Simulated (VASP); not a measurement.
# Ta4F in VASP: notebook

Ta4F is run at these levels: LDA; tasks: relaxation of the atoms.

Program: VASP 6.6.1. These are calculated values, not measurements. Logs are shortened: lines on timing, memory, paths and dates and some standing lists are left out, and cuts for length are marked.

## 1. The cell of the first run

The cell holds a slab with vacuum, 5 atoms: a = 3.253 Å, b = 3.253 Å, c = 20.214 Å, α = 90.00°, β = 90.00°, γ = 90.00°.

## 2. Relaxation of the atoms, LDA

Contents of INCAR:

```
SYSTEM = Ta4F
PREC = Accurate ; ENCUT = 520
EDIFF = 1E-6 ; ISMEAR = 0
SIGMA = 0.1 ; LREAL = .False.
LASPH = .True. ; NELM = 80
ALGO = Normal ; ISIF = 2
LWAVE = .False. ; LCHARG = .False.
LDIPOL = .True. ; IDIPOL = 3
DIPOL = 0.5 0.5 0.350 ; IBRION = 2
NSW = 36 ; EDIFFG = -0.025
```

Contents of KPOINTS:

```
Automatic mesh
0
Gamma
  8 8 1
  0 0 0
```

Contents of POSCAR:

```
Ta4F
1.0
    3.2528679937      0.0000000000      0.0000000000
    0.0000000000      3.2528679937      0.0000000000
    0.0000000000      0.0000000000     20.2137485622
Ta F
4 1
Selective dynamics
Direct
    0.5000000000      0.5000000000      0.1978851170  F F F
    0.0000000000      0.0000000000      0.2783468875  F F F
    0.5000000000      0.5000000000      0.3580282239  F F F
    0.0000000000      0.0000000000      0.4310802885  F F F
    0.3750000000      0.3750000000      0.4866540428  F F T
```

Potentials or basis: VASP PAW LDA potentials, release 64 (Ta_pv, F).

Command:

```console
cat potpaw_LDA.64/Ta_pv/POTCAR potpaw_LDA.64/F/POTCAR > POTCAR
mpirun -np 1 vasp_std > vasp.out
```

OUTCAR:

```text
SYSTEM = Ta4F
   PREC = Accurate
   ENCUT = 520
   EDIFF = 1E-6
   ISMEAR = 0
   LREAL = .False.
   LASPH = .True.
   NELM = 80
   ISIF = 2
   IBRION = 2
   NSW = 36
   EDIFFG = -0.025

 ion  position               nearest neighbor table
   1  0.500  0.500  0.198-   2 2.82   2 2.82   2 2.82   2 2.82   3 3.24
   2  0.000  0.000  0.278-   3 2.81   3 2.81   3 2.81   3 2.81   1 2.82   1 2.82   1 2.82   1 2.82
                             4 3.09
   3  0.500  0.500  0.358-   5 2.66   4 2.73   4 2.73   4 2.73   4 2.73   2 2.81   2 2.81   2 2.81
                             2 2.81   1 3.24
   4  0.000  0.000  0.431-   5 2.06   5 2.62   5 2.62   3 2.73   3 2.73   3 2.73   3 2.73   2 3.09

   5  0.375  0.375  0.487-   4 2.06   4 2.62   4 2.62   3 2.66

  LATTYP: Found a simple tetragonal cell.
 ALAT       =     3.2528679937
 C/A-ratio  =     6.2141312225

  Lattice vectors:

 A1 = (   3.2528679937,   0.0000000000,   0.0000000000)
 A2 = (   0.0000000000,   3.2528679937,   0.0000000000)
 A3 = (   0.0000000000,   0.0000000000,  20.2137485622)

Analysis of symmetry for initial positions (statically):
=====================================================================
 Subroutine PRICEL returns:
 Original cell was already a primitive cell.

 Routine SETGRP: Setting up the symmetry group for a
 simple tetragonal supercell.

 Subroutine GETGRP returns: Found  2 space group operations
 (whereof  2 operations were pure point group operations)
 out of a pool of 16 trial point group operations.

The static configuration has the point symmetry C_1h.

Analysis of symmetry for dynamics (positions and initial velocities):
=====================================================================
 Subroutine PRICEL returns:
 Original cell was already a primitive cell.

 Routine SETGRP: Setting up the symmetry group for a
 simple tetragonal supercell.

 Subroutine GETGRP returns: Found  2 space group operations
 (whereof  2 operations were pure point group operations)
 out of a pool of 16 trial point group operations.

The dynamic configuration has the point symmetry C_1h.

Analysis of constrained symmetry for selective dynamics:
=====================================================================
 Subroutine PRICEL returns:
 Original cell was already a primitive cell.

 Routine SETGRP: Setting up the symmetry group for a
 simple tetragonal supercell.

 Subroutine GETGRP returns: Found  2 space group operations
 (whereof  2 operations were pure point group operations)
 out of a pool of 16 trial point group operations.

The constrained configuration has the point symmetry C_1h.

 Subroutine INISYM returns: Found  2 space group operations
 (whereof  2 operations are pure point group operations),
 and found     1 'primitive' translations

----------------------------------------------------------------------------------------

                                     Primitive cell

  volume of cell :     213.8847

  direct lattice vectors                    reciprocal lattice vectors
     3.252867994  0.000000000  0.000000000     0.307421021  0.000000000  0.000000000
     0.000000000  3.252867994  0.000000000     0.000000000  0.307421021  0.000000000
     0.000000000  0.000000000 20.213748562     0.000000000  0.000000000  0.049471279

  length of vectors
     3.252867994  3.252867994 20.213748562     0.307421021  0.307421021  0.049471279

  position of ions in fractional coordinates (direct lattice)
     0.500000000  0.500000000  0.197885117
     0.000000000  0.000000000  0.278346887
     0.500000000  0.500000000  0.358028224
     0.000000000  0.000000000  0.431080288
     0.375000000  0.375000000  0.486654043

  ion indices of the primitive-cell ions
   primitive index   ion index
                 1           1
                 2           2
                 3           3
[... 22 lines left out ...]
     0.000000000  0.000000000  0.000000000

 Subroutine IBZKPT returns following result:
 ===========================================

 Found     21 irreducible k-points:

 Following reciprocal coordinates:
            Coordinates               Weight
  0.000000  0.000000  0.000000      1.000000
  0.125000  0.000000  0.000000      4.000000
  0.250000  0.000000  0.000000      4.000000
  0.375000  0.000000  0.000000      4.000000
  0.500000  0.000000  0.000000      2.000000
  0.125000  0.125000  0.000000      2.000000
[... 13 lines left out ...]
  0.500000  0.375000  0.000000      4.000000
  0.500000  0.500000  0.000000      1.000000
   k-points           NKPTS =     21   k-points in BZ     NKDIM =     21   number of bands    NBANDS=     30
   number of dos      NEDOS =    301   number of ions     NIONS =      5
   total plane-waves  NPLWV =  86400
   dimension x,y,z NGX =    24 NGY =   24 NGZ =  150
   dimension x,y,z NGXF=    48 NGYF=   48 NGZF=  300
   ions per type =               4   1
   NGX,Y,Z   is equivalent  to a cutoff of  12.27, 12.27, 12.34 a.u.
   NGXF,Y,Z  is equivalent  to a cutoff of  24.53, 24.53, 24.67 a.u.
 SYSTEM =  Ta4F
   PREC   = accura    normal or accurate (medium, high low for compatibility)
   ISTART =      0    job   : 0-new  1-cont  2-samecut
   ICHARG =      2    charge: 1-file 2-atom 10-const
   ISPIN  =      1    spin polarized calculation?
   LNONCOLLINEAR =      F non collinear calculations
   LSORBIT =      F    spin-orbit coupling
   LASPH  =      T    aspherical Exc in radial PAW
   ENCUT  =  520.0 eV  38.22 Ry    6.18 a.u.   6.05  6.05 37.58*2*pi/ulx,y,z
   NELM   =     80;   NELMIN=  2; NELMDL= -5     # of ELM steps
   EDIFF  = 0.1E-05   stopping-criterion for ELM
   LREAL  =      F    real-space projection
   EDIFFG = -.3E-01   stopping-criterion for IOM
   NSW    =     36    number of steps for IOM
   IBRION =      2    ionic relax: 0-MD 1-quasi-New 2-CG
   NFREE  =      1    steps in history (QN), initial steepest desc. (CG)
   ISIF   =      2    stress and relaxation
   ISYM   =      2    0-nonsym 1-usesym 2-fastsym
   POTIM  = 0.5000    time-step for ionic-motion
   TEBEG  =    0.0;   TEEND  =   0.0 temperature during run
   PSTRESS=    0.0 pullay stress
   NELECT =      51.0000    total number of electrons
   NUPDOWN=      -1.0000    fix difference up-down
   EMIN   =  10.00;   EMAX   =-10.00  energy-range for DOS
   EFERMI =   0.00;   METHOD = LEGACY
   ISMEAR =     0;   SIGMA  =   0.10  broadening in eV -4-tet -1-fermi 0-gaus
   EFERMI_NEDOS =   21; number of points for ismear=-14 and -15
   IALGO  =     38    algorithm
   IMIX   =      4    mixing-type and parameters
     AMIX     =   0.40;   BMIX     =  1.00
     AMIX_MAG =   1.60;   BMIX_MAG =  1.00
  volume/ion in A,a.u.               =      42.78       288.67
  Fermi-wavevector in a.u.,A,eV,Ry     =   1.015169  1.918391 14.021728  1.030568
  Thomas-Fermi vector in A             =   2.148439
   LORBIT       =      0    0 simple, 1 ext, 2 COOP (PROOUT), +10 PAW based schemes
   GGA     = CA    functional components
   LHFCALC =     F    Hartree Fock is set to
   AEXX    =    0.0000 exact exchange contribution
   IVDW    =     0    specifies the selected vdW correction
   LEPSILON=     F    determine dielectric tensor
   LRPA    =     F    only Hartree local field effects (RPA)
 conjugate gradient relaxation of ions
 non-spin polarized calculation
 Gauss-broadening in eV      SIGMA  =   0.10
  energy-cutoff  :      520.00
  volume of cell :      213.88
 maximum number of plane-waves:      5812
   NGX = 13   NGY = 13   NGZ = 75

--------------------------------------- Ionic step        1  -------------------------------------------

 number of electron      50.9999996 magnetization

 Free energy of the ion-electron system (eV)
  ---------------------------------------------------
  ext. energy  EPLUGINS =         0.00000000
  ---------------------------------------------------
  free energy    TOTEN  =       -53.32769292 eV

  energy without entropy =      -53.30099712  energy(sigma->0) =      -53.31434502

------------------------ aborting loop because EDIFF is reached ----------------------------------------

 vacuum level on the upper side and lower side of the slab       (xc-potential included)        -0.212        -0.174

  FORCE on cell =-STRESS in cart. coord.  units (eV):
  Direction    XX          YY          ZZ          XY          YZ          ZX
  --------------------------------------------------------------------------------------
  -------------------------------------------------------------------------------------
  Total       -3.1526331     -3.1526331      0.5361380      1.0231737     -0.5557226     -0.5557228
  in kB      -23.6158876    -23.6158876      4.0161269      7.6644362     -4.1628322     -4.1628339
  external PRESSURE =     -14.4052161 kB  Pullay stress =       0.0000000 kB
[... 20 lines left out ...]
  FREE ENERGIE OF THE ION-ELECTRON SYSTEM (eV)
  ---------------------------------------------------
  free  energy   TOTEN  =       -53.3276929189 eV

  energy  without entropy=      -53.3009971193  energy(sigma->0) =      -53.31434502

 dipolmoment           0.000000      0.000000     -0.004842 electrons x Angstroem

--------------------------------------- Ionic step        2  -------------------------------------------

 number of electron      51.0000006 magnetization

------------------------ aborting loop because EDIFF is reached ----------------------------------------
[... 34 lines left out ...]
--------------------------------------- Ionic step        3  -------------------------------------------

 number of electron      51.0000000 magnetization

 dipolmoment           0.000000      0.000000      0.033108 electrons x Angstroem

 Free energy of the ion-electron system (eV)
  ---------------------------------------------------
  ext. energy  EPLUGINS =         0.00000000
  ---------------------------------------------------
  free energy    TOTEN  =       -53.38029306 eV

  energy without entropy =      -53.35296173  energy(sigma->0) =      -53.36662739

 E-fermi :  -0.6344     XC(G=0):  -5.6311

 val. band max:       -0.6588760162   @ k =   0.1250   0.0000   0.0000
 cond. band min:      -0.6337356889   @ k =  -0.2500   0.3750   0.0000
 fundamental gap:      0.0251403273
 Fermi energy:        -0.6343705988

 k-point     1 :       0.0000    0.0000    0.0000
  band No.  band energies     occupation
      1     -35.4291      2.00000
      2     -35.3396      2.00000
      3     -35.2447      2.00000
      4     -35.2279      2.00000
      5     -35.1431      2.00000
      6     -35.1313      2.00000
[... 682 lines left out ...]
     29       1.9038      0.00000
     30       1.9623      0.00000

------------------------ aborting loop because EDIFF is reached ----------------------------------------

 vacuum level on the upper side and lower side of the slab       (xc-potential included)         0.268        -0.286

  FORCE on cell =-STRESS in cart. coord.  units (eV):
  Direction    XX          YY          ZZ          XY          YZ          ZX
  --------------------------------------------------------------------------------------
  -------------------------------------------------------------------------------------
  Total       -4.2819306     -4.2819306     -0.2257611      0.6171609     -0.9343388     -0.9343388
  in kB      -32.0752813    -32.0752813     -1.6911418      4.6230571     -6.9989874     -6.9989878
  external PRESSURE =     -21.9472348 kB  Pullay stress =       0.0000000 kB
[... 20 lines left out ...]
  FREE ENERGIE OF THE ION-ELECTRON SYSTEM (eV)
  ---------------------------------------------------
  free  energy   TOTEN  =       -53.3802930636 eV

  energy  without entropy=      -53.3529617262  energy(sigma->0) =      -53.36662739

 reached required accuracy - stopping structural energy minimisation

 vacuum level on the upper side and lower side of the slab         4.230         3.660
```

It took 5.5 min on 1 thread of Intel Xeon Platinum 8488C (Sapphire Rapids), shared host; peak memory 0.29 GiB.

What came out:

* Free energy: -53.3803 eV
* Energy gained by relaxing: 10.5 meV/atom
* Ionic steps: 3
* Band gap on the k mesh: zero (an odd number of electrons rules out a gap without spin polarisation)

The path:
| step | energy change (eV) | largest force on free atoms (eV/Å) | pressure (GPa) |
| --- | --- | --- | --- |
| 1 | 0.0000 | 0.8462 | -1.44 |
| 2 | -0.0288 | 0.5654 | -1.70 |
| 3 | -0.0526 | 0.0164 | -2.19 |

Final structure:
```
CELL_PARAMETERS angstrom
3.25287 0.00000 0.00000
0.00000 3.25287 0.00000
0.00000 0.00000 20.21375
ATOMIC_POSITIONS crystal
Ta 0.50000 0.50000 0.19789
Ta 0.00000 0.00000 0.27835
Ta 0.50000 0.50000 0.35803
Ta 0.00000 0.00000 0.43108
F 0.37500 0.37500 0.49274
```

Caveat: spin-orbit coupling is left out, which moves the levels of the heavy elements; an odd number of electrons without spin polarisation forces a metal; a magnetic or distorted state may lie lower.

## 3. Relaxation of the atoms, LDA

Contents of INCAR:

```
SYSTEM = Ta4F
PREC = Accurate ; ENCUT = 520
EDIFF = 1E-7 ; ISMEAR = 0
SIGMA = 0.1 ; LREAL = .False.
LASPH = .True. ; NELM = 60
ALGO = Fast ; ISIF = 2
LWAVE = .False. ; LCHARG = .False.
LDIPOL = .True. ; IDIPOL = 3
DIPOL = 0.5 0.5 0.357 ; GGA = CA
IBRION = 2 ; NSW = 36
EDIFFG = -0.025
```

KPOINTS is that of step 2.

Changes to POSCAR since step 2:

```diff
@@ -13,2 +13,2 @@
     0.0000000000      0.0000000000      0.4310802885  F F F
-    0.3750000000      0.3750000000      0.4866540428  F F T
+    0.1250000000      0.1250000000      0.5185828954  F F T
```

Potentials or basis: VASP PAW LDA potentials, release 64 (Ta_pv, F).

Command:

```console
cat potpaw_LDA.64/Ta_pv/POTCAR potpaw_LDA.64/F/POTCAR > POTCAR
mpirun -np 1 vasp_std > vasp.out
```

It took 6.5 min on 1 thread of Oxide Virtual Turin-like, shared host; peak memory 0.26 GiB.

Results (log left out):

```yaml
Free_energy: -53.9369 eV
Energy_gained_by_relaxing: 0.4 meV/atom
Ionic_steps: 3
Band_gap_on_the_k_mesh: zero (an odd number of electrons rules out a gap without spin polarisation)
```

Step by step:
```tsv
step	energy change (eV)	largest force on free atoms (eV/Å)	pressure (GPa)
1	0.0000	0.3436	-0.86
2	-0.0018	0.1219	-1.11
3	-0.0021	0.0001	-1.04
```

Final structure:
```xyz
5
Lattice="3.2529 0.0000 0.0000 0.0000 3.2529 0.0000 0.0000 0.0000 20.2137" Properties=species:S:1:pos:R:3 pbc="T T T"
Ta    1.6264    1.6264    4.0000
Ta    0.0000    0.0000    5.6264
Ta    1.6264    1.6264    7.2371
Ta    0.0000    0.0000    8.7137
F     0.4066    0.4066   10.4946
```

Levels at points of the mesh, in eV from the Fermi level:
```tsv
k point	band 23	band 24	band 25	band 26	band 27	band 28	band 29	band 30
(0.00, 0.00, 0.00)	-0.13	-0.08	0.37	0.37	0.50	0.81	0.81	1.70
(0.50, 0.00, 0.00)	-1.28	-1.17	0.10	0.20	0.30	0.88	1.17	1.90
(0.50, 0.50, 0.00)	-1.46	-1.39	-0.28	-0.19	2.20	2.21	2.55	3.59
```

Caveat: spin-orbit coupling is left out, which moves the levels of the heavy elements; an odd number of electrons without spin polarisation forces a metal; a magnetic or distorted state may lie lower.
